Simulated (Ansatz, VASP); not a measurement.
# TePb: VASP beside Ansatz

Contents of INCAR:

```
PREC     = Accurate       # precision mode
ENCUT    = 520            # plane-wave cutoff, eV
EDIFF    = 1E-8           # SCF threshold, eV
ISMEAR   = -1             # smearing method
SIGMA    = 0.03           # smearing width, eV
LREAL    = F              # projectors in reciprocal space
LASPH    = T              # aspherical terms in the spheres
NELM     = 60             # most SCF steps
ALGO     = Normal         # electronic algorithm
ISIF     = 2              # what is computed and relaxed
LWAVE    = F              # write WAVECAR
LCHARG   = F              # write CHGCAR
GGA      = PE             # functional
LEFG     = T            
NBANDS   = 17             # bands
```

Contents of KPOINTS:

```
Automatic mesh
0
Gamma
  10 10 10
```

Contents of POSCAR:

```
TePb
1.0
    0.0000000000      3.2799110434      3.2799110434
    3.2799110434      0.0000000000      3.2799110434
    3.2799110434      3.2799110434      0.0000000000
Te Pb
1 1
Direct
    0.5000000000      0.5000000000      0.5000000000
    0.0000000000      0.0000000000      0.0000000000
```

Input for Ansatz:

```yaml
crystal:
  lattice:
    - [0.0, 3.2799110434, 3.2799110434]
    - [3.2799110434, 0.0, 3.2799110434]
    - [3.2799110434, 3.2799110434, 0.0]
  atoms:
    - { symbol: Te, position: [0.5, 0.5, 0.5] }
    - { symbol: Pb, position: [0.0, 0.0, 0.0] }
kpoints:
  mp_grid: { grid: [10, 10, 10] }
scf:
  occupations: { method: fermi_dirac, width: 0.03 }
hamiltonian:
  xc: pbe
  pseudopotentials: { kind: paw }
output:
  forces: true
  stress: true
  eigenvalues: true
  efg: { contact_densities: true }
```

Change from the starting cell: volume scaled by 1.05, PAW files.

Alike in both runs: task electric field gradients; functional PBE; k mesh 10 × 10 × 10; occupations fermi-dirac, width 0.03 eV; no spin polarisation.

|  | VASP | Ansatz |
| --- | --- | --- |
| version | VASP 6.6.1 | Ansatz 0.2.0 |
| potentials or method | VASP PAW PBE potentials, release 64 (Te, Pb_d) | PAW with Ansatz's default frozen-core files, scalar-relativistic |
| plane-wave cutoff (eV) | 520 | 420 |
| valence electrons in the cell | 20 | 30 |

VASP gave:

| Item | Value |
| --- | --- |
| pressure (GPa) | 0.1 |

What did Ansatz give for the same quantities?

Pressure (GPa): 0.2.

VASP's potentials hold 20 valence electrons a cell and Ansatz's 30, so a difference there can come from the potentials and not from the codes.

Neither program's run includes spin-orbit coupling.
